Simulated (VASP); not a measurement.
The system is Ni.

```
Ni
1.0
     2.41494    0.00000    0.00000
    -1.20747    2.09140    0.00000
     0.00000    0.00000    4.01776
Ni
2
Direct
  0.66667 0.33333 0.75000
  0.33333 0.66667 0.25000
```

This cell differs from its parent crystal: volume scaled by 0.96.

Base run:

- Program: VASP 6.6.1
- Functional: PBEsol
- Potentials or basis: VASP PAW PBE potentials, release 64 (Ni)
- Cutoff: 520 eV
- k mesh: 12 × 12 × 7
- Occupations: fermi-dirac, width 0.05 eV
- Spin: collinear spin, ferromagnetic start
- Starting moments: [1.0, 1.0] μB

Its results: pressure 6.3 GPa; net moment 1.23 μB per cell; site moments Ni +0.62 μB.

**Question.** The run is repeated on the same cell with these changes: functional from PBEsol to PBE. What comes out?

**Answer.** Pressure 17.2 GPa; net moment 1.22 μB per cell; site moments Ni +0.62 μB.

PBE binds less tightly than PBEsol, so the same cell stands under more pressure.

Caveats: the PAW data sets were made with another functional, which shifts forces and pressure a little (some runs).
